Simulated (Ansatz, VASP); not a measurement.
MnO in VASP and in Ansatz

```xyz
4
Lattice="0.0000 2.2220 2.2220 2.2220 0.0000 2.2220 4.4440 4.4440 0.0000" Properties=species:S:1:pos:R:3 pbc="T T T"
Mn    0.0000    0.0000    0.0000
Mn    2.2220    2.2220    0.0000
O     2.2220    2.2220    2.2220
O     4.4440    4.4440    2.2220
```

Alike in both runs: task single point; functional PBEsol; k mesh 12 × 12 × 6; occupations gaussian, width 0.05 eV; collinear spin; Hubbard terms Mn d U = 1.9 eV.

```csv
,VASP,Ansatz
version,VASP 6.6.1,Ansatz 0.2.0
potentials or method,"VASP PAW PBE potentials, release 64 (Mn_pv, O), cutoff 520 eV","scalar-relativistic, plane waves, PAW"
valence electrons in the cell,38,42
```

```tsv
	VASP	Ansatz	Ansatz less VASP
gap on the k mesh at the Fermi level (eV)	1.25	1.26	+0.003
least direct gap on the mesh (eV)	1.89	1.92	+0.025
pressure (GPa)	-3.7	-3.1	+0.55
net moment per atom (μB)	0.00	0.00	0.000
size of the moment on the site where the two differ most (μB)	4.46	4.15	-0.304
```

VASP's potentials were made for PBE, not for PBEsol. Site moments also hang on the region over which each program counts them. The programs project onto different local orbitals, so the same U acts differently, and such runs can settle in different states. VASP's potentials hold 38 valence electrons a cell and Ansatz's 42, so a difference there can come from the potentials and not from the codes. Ansatz's warnings: stability check not made.
